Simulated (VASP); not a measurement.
Here is a VASP 6.6.1 calculation.

INCAR

```
SYSTEM = PbSe
PREC = Accurate
ENCUT = 500
EDIFF = 1E-6
ISMEAR = -1
SIGMA = 0.1
LREAL = .False.
LASPH = .True.
NELM = 120
ALGO = Normal
ISIF = 2
LWAVE = .False.
LCHARG = .False.
GGA = PS
NBANDS = 17
GGA_COMPAT = .False.
```

File KPOINTS:

```
regular mesh
0
Gamma
  5 5 5
  0 0 0
```

Contents of POSCAR:

```
PbSe
1.0
    3.6805892920      0.0000000000      0.0000000000
    0.0000000000      3.6805892920      0.0000000000
    0.0000000000      0.0000000000      3.6805892920
Pb Se
1 1
Direct
    0.0000000000      0.0000000000      0.0000000000
    0.5000000000      0.5000000000      0.5000000000
```

Potentials or basis: VASP PAW PBE potentials, release 64 (Pb_d, Se).

Command:

```console
$ cat potpaw_PBE.64/Pb_d/POTCAR potpaw_PBE.64/Se/POTCAR > POTCAR
$ mpirun -np 1 vasp_std > vasp.out
```

(1) What does it give for the pressure?

(2) Estimate the band gap on the k mesh.

Results:

(1) 1.0 GPa.

(2) 0.01 eV, indirect (least direct gap 1.69 eV).

Caveat: the PAW data sets were made with another functional, which shifts forces and pressure a little; spin-orbit coupling is left out, which moves the levels of the heavy elements.
